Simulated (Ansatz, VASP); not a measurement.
**Two plane-wave programs on Ag**

```
Ag
1.0
     0.00000    2.00462    2.00462
     2.00462    0.00000    2.00462
     2.00462    2.00462    0.00000
Ag
1
Direct
  0.00000 0.00000 0.00000
```

Alike in both runs: functional LDA; k mesh 8 × 8 × 8; occupations gaussian, width 0.1 eV; no spin polarisation.

Ansatz relaxed the structure, and its values are those at the end. VASP's run is a single point on that final structure, the one shown.

|  | VASP | Ansatz |
| --- | --- | --- |
| version | VASP 6.6.1 | Ansatz 0.2.0 |
| potentials or method | VASP PAW LDA potentials, release 64 (Ag), cutoff 520 eV | scalar-relativistic, plane waves, PAW |
| valence electrons in the cell | 11 | 19 |

```csv
,VASP,Ansatz,Ansatz less VASP
gap on the k mesh at the Fermi level (eV),none,none,-
pressure (GPa),0.1,0.0,-0.10
```

Ansatz warns that its potentials were made for another functional, while VASP's fit it. LDA's correlation is that of Perdew and Zunger in VASP and of Perdew and Wang (1992) in Ansatz. A gap of «none» marks a metal or a gap that the smearing closes. VASP's potentials hold 11 valence electrons a cell and Ansatz's 19, so a difference there can come from the potentials and not from the codes.
